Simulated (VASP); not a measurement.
# CuSi16 (a cell with a defect) in VASP: notebook

Runs on CuSi16 (a cell with a defect). Level: PBE. Tasks: single point.

All numbers are computed with VASP 6.6.1; they aren't measurements. Logs are shortened: lines on timing, memory, paths and dates and some standing lists are left out, and cuts for length are marked.

## 1. The cell of the first run

The cell holds a defect, 17 atoms: a = 7.679 Å, b = 7.679 Å, c = 7.679 Å, α = 60.00°, β = 60.00°, γ = 60.00°.

## 2. Single point, PBE

INCAR reads:

```
  PREC = Accurate
  ENCUT = 520
  EDIFF = 1E-6
  ISMEAR = 0
  SIGMA = 0.05
  LREAL = Auto
  LASPH = T
  NELM = 100
  ALGO = Normal
  ISIF = 2
  LWAVE = F
  LCHARG = F
  GGA = PE
  NELECT = 74.0
  NBANDS = 52
```

KPOINTS reads:

```
Automatic mesh
0
Gamma
  2 2 2
```

POSCAR reads:

```
CuSi16
1.0
    0.0000000000      5.4300000000      5.4300000000
    5.4300000000      0.0000000000      5.4300000000
    5.4300000000      5.4300000000      0.0000000000
Si Cu
16 1
Direct
    0.0071261609     -0.0080391129      0.0007717592
    0.1115269712      0.1277492900      0.1330220616
   -0.0138182255      0.0049780309      0.5048786021
    0.1109623493      0.1284769565      0.6284657094
    0.0069400276      0.5000713975      0.0000074542
    0.1624589606      0.6122975851      0.1123230091
    0.0071230562      0.5007771076      0.4920167366
    0.1115568994      0.6331221543      0.6276784249
    0.4860432979      0.0057365883      0.0020995192
    0.6191099258      0.1196343570      0.1309725138
    0.4854135051      0.0065278196      0.5065532542
    0.6127533594      0.1293457219      0.6292670928
    0.5340819773      0.4880205483     -0.0118442085
    0.6185803224      0.6300606867      0.1299929779
    0.4860787668      0.5021778265      0.5056924896
    0.6190752446      0.6309532739      0.6197752884
    0.7915578009      0.7353877688      0.2356393155
```

Potentials or basis: VASP PAW PBE potentials, release 64 (Si, Cu).

Launch:

```
$ cat potpaw_PBE.64/Si/POTCAR potpaw_PBE.64/Cu/POTCAR > POTCAR
$ mpirun -np 1 vasp_std > vasp.out
```

OUTCAR:

```text
PREC = Accurate
   ENCUT = 520
   EDIFF = 1E-6
   ISMEAR = 0
   LREAL = Auto
   LASPH = T
   NELM = 100
   ISIF = 2
   GGA = PE
   NELECT = 74.0

 ion  position               nearest neighbor table
   1  0.007  0.992  0.001-   4 2.34   2 2.34   6 2.39  10 2.43  17 2.57
   2  0.112  0.128  0.133-   3 2.33   5 2.34   1 2.34   9 2.35
   3  0.986  0.005  0.505-   8 2.33   2 2.33   4 2.33  12 2.34
   4  0.111  0.128  0.628-   3 2.33   7 2.34   1 2.34  11 2.35
   5  0.007  0.500  0.000-   2 2.34   8 2.34   6 2.39  14 2.44  17 2.56
   6  0.162  0.612  0.112-  17 2.33  13 2.33   1 2.39   7 2.39   5 2.39
   7  0.007  0.501  0.492-   4 2.34   8 2.34   6 2.39  16 2.43  17 2.57
   8  0.112  0.633  0.628-   3 2.33   5 2.34   7 2.34  15 2.35
   9  0.486  0.006  0.002-  12 2.34   2 2.35  14 2.36  10 2.36  17 2.94
  10  0.619  0.120  0.131-  13 2.32  11 2.36   9 2.36  17 2.43   1 2.43
  11  0.485  0.007  0.507-  12 2.34   4 2.35  16 2.36  10 2.36  17 2.96
  12  0.613  0.129  0.629-  15 2.34   9 2.34  11 2.34   3 2.34
  13  0.534  0.488  0.988-  16 2.32  10 2.32  14 2.32   6 2.33
  14  0.619  0.630  0.130-  13 2.32   9 2.36  15 2.36  17 2.43   5 2.44
  15  0.486  0.502  0.506-  12 2.34   8 2.35  14 2.36  16 2.36  17 2.94
  16  0.619  0.631  0.620-  13 2.32  11 2.36  15 2.36  17 2.43   7 2.43
  17  0.792  0.735  0.236-   6 2.33  14 2.43  16 2.43  10 2.43   5 2.56   7 2.57   1 2.57  15 2.94
                             9 2.94  11 2.96

  LATTYP: Found a face centered cubic cell.
 ALAT       =    10.8600000000

  Lattice vectors:

 A1 = (   0.0000000000,   5.4300000000,   5.4300000000)
 A2 = (   5.4300000000,   0.0000000000,   5.4300000000)
 A3 = (   5.4300000000,   5.4300000000,   0.0000000000)

Analysis of symmetry for initial positions (statically):
=====================================================================
 Subroutine PRICEL returns:
 Original cell was already a primitive cell.

 Routine SETGRP: Setting up the symmetry group for a
 face centered cubic supercell.

 Subroutine GETGRP returns: Found  1 space group operations
 (whereof  1 operations were pure point group operations)
 out of a pool of 48 trial point group operations.

The static configuration has the point symmetry C_1 .

Analysis of symmetry for dynamics (positions and initial velocities):
=====================================================================
 Subroutine PRICEL returns:
 Original cell was already a primitive cell.

 Routine SETGRP: Setting up the symmetry group for a
 face centered cubic supercell.

 Subroutine GETGRP returns: Found  1 space group operations
 (whereof  1 operations were pure point group operations)
 out of a pool of 48 trial point group operations.

The dynamic configuration has the point symmetry C_1 .

 Subroutine INISYM returns: Found  1 space group operations
 (whereof  1 operations are pure point group operations),
 and found     1 'primitive' translations

----------------------------------------------------------------------------------------

                                     Primitive cell

  volume of cell :     320.2060

  direct lattice vectors                    reciprocal lattice vectors
     0.000000000  5.430000000  5.430000000    -0.092081031  0.092081031  0.092081031
     5.430000000  0.000000000  5.430000000     0.092081031 -0.092081031  0.092081031
     5.430000000  5.430000000  0.000000000     0.092081031  0.092081031 -0.092081031

  length of vectors
     7.679179644  7.679179644  7.679179644     0.159489025  0.159489025  0.159489025

  position of ions in fractional coordinates (direct lattice)
     0.007126161  0.991960887  0.000771759
     0.111526971  0.127749290  0.133022062
     0.986181774  0.004978031  0.504878602
     0.110962349  0.128476957  0.628465709
     0.006940028  0.500071398  0.000007454
     0.162458961  0.612297585  0.112323009
[... 9 lines left out ...]
     0.619075245  0.630953274  0.619775288
     0.791557801  0.735387769  0.235639316

  ion indices of the primitive-cell ions
   primitive index   ion index
                 1           1
                 2           2
                 3           3
                 4           4
                 5           5
                 6           6
[... 9 lines left out ...]
                16          16
                17          17

----------------------------------------------------------------------------------------

 KPOINTS: Automatic mesh

Automatic generation of k-mesh.
 Grid dimensions read from file:
 generate k-points for:    2    2    2

 Generating k-lattice:

  Cartesian coordinates                     Fractional coordinates (reciprocal lattice)
    -0.046040516  0.046040516  0.046040516     0.500000000  0.000000000  0.000000000
     0.046040516 -0.046040516  0.046040516     0.000000000  0.500000000  0.000000000
     0.046040516  0.046040516 -0.046040516     0.000000000  0.000000000  0.500000000

  Length of vectors
     0.079744512  0.079744512  0.079744512

  Shift w.r.t. Gamma in fractional coordinates (k-lattice)
     0.000000000  0.000000000  0.000000000

 Subroutine IBZKPT returns following result:
 ===========================================

 Found      8 irreducible k-points:

 Following reciprocal coordinates:
            Coordinates               Weight
  0.000000  0.000000  0.000000      1.000000
  0.500000  0.000000  0.000000      1.000000
  0.000000  0.500000  0.000000      1.000000
  0.000000  0.000000  0.500000      1.000000
  0.500000  0.500000  0.500000      1.000000
  0.500000  0.500000  0.000000      1.000000
  0.000000  0.500000  0.500000      1.000000
  0.500000  0.000000  0.500000      1.000000
   k-points           NKPTS =      8   k-points in BZ     NKDIM =      8   number of bands    NBANDS=     52
   number of dos      NEDOS =    301   number of ions     NIONS =     17
   total plane-waves  NPLWV = 216000
   dimension x,y,z NGX =    60 NGY =   60 NGZ =   60
   dimension x,y,z NGXF=   120 NGYF=  120 NGZF=  120
   ions per type =              16   1
   NGX,Y,Z   is equivalent  to a cutoff of  12.99, 12.99, 12.99 a.u.
   NGXF,Y,Z  is equivalent  to a cutoff of  25.98, 25.98, 25.98 a.u.
 SYSTEM =  unknown system
   PREC   = accura    normal or accurate (medium, high low for compatibility)
   ISTART =      0    job   : 0-new  1-cont  2-samecut
   ICHARG =      2    charge: 1-file 2-atom 10-const
   ISPIN  =      1    spin polarized calculation?
   LNONCOLLINEAR =      F non collinear calculations
   LSORBIT =      F    spin-orbit coupling
   LASPH  =      T    aspherical Exc in radial PAW
   ENCUT  =  520.0 eV  38.22 Ry    6.18 a.u.  14.28 14.28 14.28*2*pi/ulx,y,z
   NELM   =    100;   NELMIN=  2; NELMDL= -5     # of ELM steps
   EDIFF  = 0.1E-05   stopping-criterion for ELM
   LREAL  =      T    real-space projection
   EDIFFG = 0.1E-04   stopping-criterion for IOM
   NSW    =      0    number of steps for IOM
   IBRION =     -1    ionic relax: 0-MD 1-quasi-New 2-CG
   NFREE  =      0    steps in history (QN), initial steepest desc. (CG)
   ISIF   =      2    stress and relaxation
   ISYM   =      2    0-nonsym 1-usesym 2-fastsym
   POTIM  = 0.5000    time-step for ionic-motion
   TEBEG  =    0.0;   TEEND  =   0.0 temperature during run
   PSTRESS=    0.0 pullay stress
   NELECT =      74.0000    total number of electrons
   NUPDOWN=      -1.0000    fix difference up-down
   EMIN   =  10.00;   EMAX   =-10.00  energy-range for DOS
   EFERMI =   0.00;   METHOD = LEGACY
   ISMEAR =     0;   SIGMA  =   0.05  broadening in eV -4-tet -1-fermi 0-gaus
   EFERMI_NEDOS =   21; number of points for ismear=-14 and -15
   IALGO  =     38    algorithm
   IMIX   =      4    mixing-type and parameters
     AMIX     =   0.40;   BMIX     =  1.00
     AMIX_MAG =   1.60;   BMIX_MAG =  1.00
  volume/ion in A,a.u.               =      18.84       127.11
  Fermi-wavevector in a.u.,A,eV,Ry     =   1.004636  1.898488 13.732283  1.009294
  Thomas-Fermi vector in A             =   2.137265
   LORBIT       =      0    0 simple, 1 ext, 2 COOP (PROOUT), +10 PAW based schemes
   GGA     = PE    functional components
   LHFCALC =     F    Hartree Fock is set to
   AEXX    =    0.0000 exact exchange contribution
   IVDW    =     0    specifies the selected vdW correction
   LEPSILON=     F    determine dielectric tensor
   LRPA    =     F    only Hartree local field effects (RPA)
 non-spin polarized calculation
 Gauss-broadening in eV      SIGMA  =   0.05
  energy-cutoff  :      520.00
  volume of cell :      320.21
 maximum number of plane-waves:      8646
 NGX is ok and might be reduce to    60
   NGX = 29   NGY = 29   NGZ = 29

 number of electron      74.0000001 magnetization

 Free energy of the ion-electron system (eV)
  ---------------------------------------------------
  ext. energy  EPLUGINS =         0.00000000
  ---------------------------------------------------
  free energy    TOTEN  =       -94.22046003 eV

  energy without entropy =      -94.22046002  energy(sigma->0) =      -94.22046003

 E-fermi :   6.3795     XC(G=0):  -9.6080

 val. band max:        6.1976679937   @ k =   0.0000   0.0000   0.0000
 cond. band min:       6.5595332476   @ k =   0.0000   0.0000   0.0000
 fundamental gap:      0.3618652538
 Fermi energy:         6.3795267708

 k-point     1 :       0.0000    0.0000    0.0000
  band No.  band energies     occupation
      1      -5.8944      2.00000
      2      -3.5501      2.00000
      3      -3.5049      2.00000
      4      -3.4716      2.00000
      5      -3.4708      2.00000
      6      -2.0424      2.00000
[... 41 lines left out ...]
     48       8.4551      0.00000
     49       8.7611      0.00000

 k-point     2 :       0.5000    0.0000    0.0000
  band No.  band energies     occupation
      1      -5.1867      2.00000
      2      -4.9850      2.00000
      3      -3.3312      2.00000
      4      -3.1796      2.00000
      5      -3.1791      2.00000
      6      -3.0395      2.00000
[... 304 lines left out ...]
 k-point     8 :       0.5000    0.0000    0.5000
  band No.  band energies     occupation
      1      -4.9306      2.00000
      2      -4.7230      2.00000
      3      -3.8708      2.00000
      4      -3.7770      2.00000
      5      -3.7475      2.00000
      6      -3.7367      2.00000
[... 41 lines left out ...]
     48      10.5041      0.00000
     49      10.5077      0.00000
 [bands above 49 left out]

------------------------ aborting loop because EDIFF is reached ----------------------------------------

  FORCE on cell =-STRESS in cart. coord.  units (eV):
  Direction    XX          YY          ZZ          XY          YZ          ZX
  --------------------------------------------------------------------------------------
  -------------------------------------------------------------------------------------
  Total       -1.7541841     -1.7951485     -1.7999892     -0.1884958      0.1773340     -0.1908066
  in kB       -8.7772055     -8.9821745     -9.0063951     -0.9431542      0.8873051     -0.9547165
  external PRESSURE =      -8.9219250 kB  Pullay stress =       0.0000000 kB

 VOLUME and BASIS-vectors are now :
 -----------------------------------------------------------------------------
  energy-cutoff  :      520.00
  volume of cell :      320.21
      direct lattice vectors                 reciprocal lattice vectors
     0.000000000  5.430000000  5.430000000    -0.092081031  0.092081031  0.092081031
     5.430000000  0.000000000  5.430000000     0.092081031 -0.092081031  0.092081031
     5.430000000  5.430000000  0.000000000     0.092081031  0.092081031 -0.092081031

 POSITION                                       TOTAL-FORCE (eV/Angst)
 -----------------------------------------------------------------------------------
      5.39054      0.04289      5.42504         0.007012     -0.000394      0.001000
      1.41599      1.32790      1.29927        -0.007387     -0.010350      0.000759
      2.76852      8.09646      5.38200         0.000262     -0.002519     -0.003133
      4.11020      4.01509      1.30016        -0.001583      0.003209      0.003140
      2.71543      0.03772      2.75307         0.011078      0.002209      0.002840
      3.93469      1.49207      4.20693        -0.023342      0.017760      0.017856
[... 9 lines left out ...]
      6.79146      6.72696      6.78765         0.000417      0.021430     -0.007438
      5.27268      5.57768      8.29131         0.002754     -0.014703     -0.014244
 -----------------------------------------------------------------------------------
    total drift:                                0.005651      0.001592     -0.000183

  FREE ENERGIE OF THE ION-ELECTRON SYSTEM (eV)
  ---------------------------------------------------
  free  energy   TOTEN  =       -94.2204600337 eV

  energy  without entropy=      -94.2204600170  energy(sigma->0) =      -94.22046003
```

It took 4.5 min on 1 thread of Intel Xeon 6975P-C (Granite Rapids), shared host; peak memory 0.48 GiB.

What came out:

* Free energy: -94.2205 eV
* Largest force: 0.034 eV/Å

Forces in eV/Å, atoms in the order of the input:
```
Si   0.007  0.000  0.001
Si  -0.007 -0.010  0.001
Si   0.000 -0.003 -0.003
Si  -0.002  0.003  0.003
Si   0.011  0.002  0.003
Si  -0.023  0.018  0.018
Si   0.007  0.001  0.000
Si  -0.007  0.001 -0.011
Si   0.016  0.000 -0.009
Si   0.001 -0.007  0.021
Si  -0.006 -0.003 -0.003
Si  -0.002  0.001  0.001
Si   0.017 -0.006 -0.005
Si  -0.031  0.007  0.006
Si   0.016 -0.010 -0.001
Si   0.000  0.021 -0.007
Cu   0.003 -0.015 -0.014
```

Levels at points of the mesh, in eV from the Fermi level:
| k point | band 35 | band 36 | band 37 | band 38 | band 39 | band 40 |
| --- | --- | --- | --- | --- | --- | --- |
| (0.00, 0.00, 0.00) | -0.64 | -0.19 | -0.18 | 0.18 | 0.61 | 0.61 |
| (0.50, 0.00, 0.00) | -0.91 | -0.72 | -0.72 | 0.42 | 1.26 | 1.34 |
| (0.00, 0.50, 0.00) | -0.84 | -0.75 | -0.66 | 0.59 | 1.09 | 1.29 |
| (0.00, 0.00, 0.50) | -0.84 | -0.75 | -0.66 | 0.59 | 1.09 | 1.29 |
| (0.50, 0.50, 0.50) | -0.84 | -0.76 | -0.68 | 0.59 | 1.10 | 1.29 |
| (0.50, 0.50, 0.00) | -1.43 | -1.41 | -0.95 | 0.67 | 1.06 | 2.03 |
| (0.00, 0.50, 0.50) | -1.43 | -1.41 | -0.95 | 0.67 | 1.07 | 2.03 |
| (0.50, 0.00, 0.50) | -1.43 | -1.41 | -0.95 | 0.67 | 1.06 | 2.03 |

Caveat: the k points lie up to 0.50 Å⁻¹ apart; the cell carries a net charge on a neutralising background, which shifts energy and pressure; the cell is charged against a uniform background, so pressure and absolute levels hang on convention.

## 3. Single point, PBE

INCAR reads:

```
SYSTEM = CuSi16
ALGO = Normal
EDIFF = 1E-6
ENCUT = 520
GGA = PE
ISIF = 2
ISMEAR = 0
LASPH = .True.
LCHARG = .False.
LREAL = Auto
LWAVE = .False.
NBANDS = 52
NELECT = 74.0
NELM = 60
PREC = Accurate
SIGMA = 0.05
```

KPOINTS reads:

```
k-points
0
Gamma
  2 2 2
  0 0 0
```

POSCAR reads:

```
CuSi16
1.0
    0.0000000000      5.4300000000      5.4300000000
    5.4300000000      0.0000000000      5.4300000000
    5.4300000000      5.4300000000      0.0000000000
Si Cu
16 1
Direct
    0.0007550586      0.0051156229      0.0062938586
    0.1269414156      0.1362500793      0.1210095706
   -0.0136240049      0.0061220361      0.5107707187
    0.1151871154      0.1299359748      0.6320875402
    0.0075608732      0.5075009296      0.0138413902
    0.1325601696      0.6325931905      0.1348691956
    0.0024840063      0.5025360478      0.5088463887
    0.1232565645      0.6234263835      0.6397669996
    0.5107835389      0.0107901772     -0.0236175179
    0.6282997759      0.1283426703      0.1156623069
    0.4889820967     -0.0109280054      0.4927340561
    0.6185380310      0.1187845037      0.6051353013
    0.5051105196      0.5008003056      0.0062526979
    0.6362587174      0.6270719480      0.1209139247
    0.5060406710      0.4866113952      0.5106057263
    0.6298737616      0.6152909206      0.6320358728
    0.3515791396      0.8518410505      0.3429148699
```

Potentials or basis: VASP PAW PBE potentials, release 64 (Si, Cu).

Launch:

```
$ cat potpaw_PBE.64/Si/POTCAR potpaw_PBE.64/Cu/POTCAR > POTCAR
$ mpirun -np 1 vasp_std > vasp.out
```

Run time: 4.5 min. Hardware: 1 thread of Intel Xeon 6975P-C (Granite Rapids), shared host; peak memory 0.49 GiB.

The run converged. Its results:

```yaml
Free_energy: -94.2229 eV
Largest_force: 0.014 eV/Å
```

Forces in eV/Å, atoms in the order of the input:
```
Si  -0.003 -0.001  0.003
Si   0.004 -0.003 -0.003
Si  -0.004 -0.005  0.002
Si   0.000 -0.001 -0.002
Si  -0.002 -0.004  0.001
Si   0.000  0.001 -0.002
Si  -0.001 -0.001  0.002
Si   0.000  0.002 -0.008
Si  -0.005 -0.007  0.003
Si   0.001  0.000 -0.001
Si   0.003  0.004  0.003
Si   0.006  0.006  0.000
Si   0.000 -0.002  0.004
Si  -0.005  0.005 -0.005
Si  -0.004 -0.003  0.001
Si   0.000  0.000 -0.002
Cu   0.008  0.010  0.005
```

Levels at points of the mesh, in eV from the Fermi level:
| k point | band 33 | band 34 | band 35 | band 36 | band 37 | band 38 | band 39 | band 40 | band 41 | band 42 |
| --- | --- | --- | --- | --- | --- | --- | --- | --- | --- | --- |
| (0.00, 0.00, 0.00) | -1.06 | -1.01 | -0.63 | -0.19 | -0.07 | 0.07 | 0.40 | 0.59 | 0.61 | 0.68 |
| (0.50, 0.00, 0.00) | -2.01 | -0.94 | -0.90 | -0.84 | -0.75 | 0.55 | 1.12 | 1.25 | 1.31 | 1.44 |
| (0.00, 0.50, 0.00) | -2.01 | -0.94 | -0.90 | -0.84 | -0.74 | 0.55 | 1.12 | 1.25 | 1.31 | 1.44 |
| (0.00, 0.00, 0.50) | -2.04 | -0.94 | -0.88 | -0.88 | -0.80 | 0.50 | 1.15 | 1.24 | 1.32 | 1.42 |
| (0.50, 0.50, 0.50) | -2.15 | -0.91 | -0.89 | -0.65 | -0.52 | 0.52 | 1.00 | 1.34 | 1.37 | 1.57 |
| (0.50, 0.50, 0.00) | -1.86 | -1.51 | -1.50 | -1.42 | -1.12 | 0.67 | 0.98 | 1.95 | 2.05 | 2.17 |
| (0.00, 0.50, 0.50) | -1.83 | -1.54 | -1.46 | -1.43 | -1.08 | 0.65 | 0.99 | 1.94 | 2.06 | 2.17 |
| (0.50, 0.00, 0.50) | -1.83 | -1.54 | -1.46 | -1.43 | -1.08 | 0.65 | 0.99 | 1.94 | 2.06 | 2.17 |

Caveat: the k points lie up to 0.50 Å⁻¹ apart; the cell carries a net charge on a neutralising background, which shifts energy and pressure; the cell is charged against a uniform background, so pressure and absolute levels hang on convention.
